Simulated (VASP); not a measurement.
A run of VASP 6.6.1:

Contents of INCAR:

```
  PREC = Accurate
  ENCUT = 520
  EDIFF = 1E-8
  ISMEAR = 0
  SIGMA = 0.01
  LREAL = F
  LASPH = T
  NELM = 60
  ALGO = Normal
  ISIF = 2
  LWAVE = F
  LCHARG = F
  GGA = PS
  IBRION = 8
  NSW = 1
  LEPSILON = T
```

Contents of KPOINTS:

```
Automatic mesh
0
Gamma
  10 10 10
```

The input POSCAR:

```
GaN
1.0
    0.0000000000      2.2639639564      2.2639639564
    2.2639639564      0.0000000000      2.2639639564
    2.2639639564      2.2639639564      0.0000000000
Ga N
1 1
Direct
    0.0000000000      0.0000000000      0.0000000000
    0.7500000000      0.7500000000      0.7500000000
```

Potentials or basis: VASP PAW PBE potentials, release 64 (Ga_d, N).

Run with:

```console
$ cat potpaw_PBE.64/Ga_d/POTCAR potpaw_PBE.64/N/POTCAR > POTCAR
$ mpirun -np 1 vasp_std > vasp.out
```

Hardware: 1 thread of Intel(R) Xeon(R) 6975P-C (Granite Rapids) (shared host).

Problem. Estimate the wall time of this run.

Solution. Run time: 2.3 min on 1 thread of Intel(R) Xeon(R) 6975P-C (Granite Rapids), on a shared host, peak memory 0.25 GiB. Counts: scf iterations 157, k points 47.
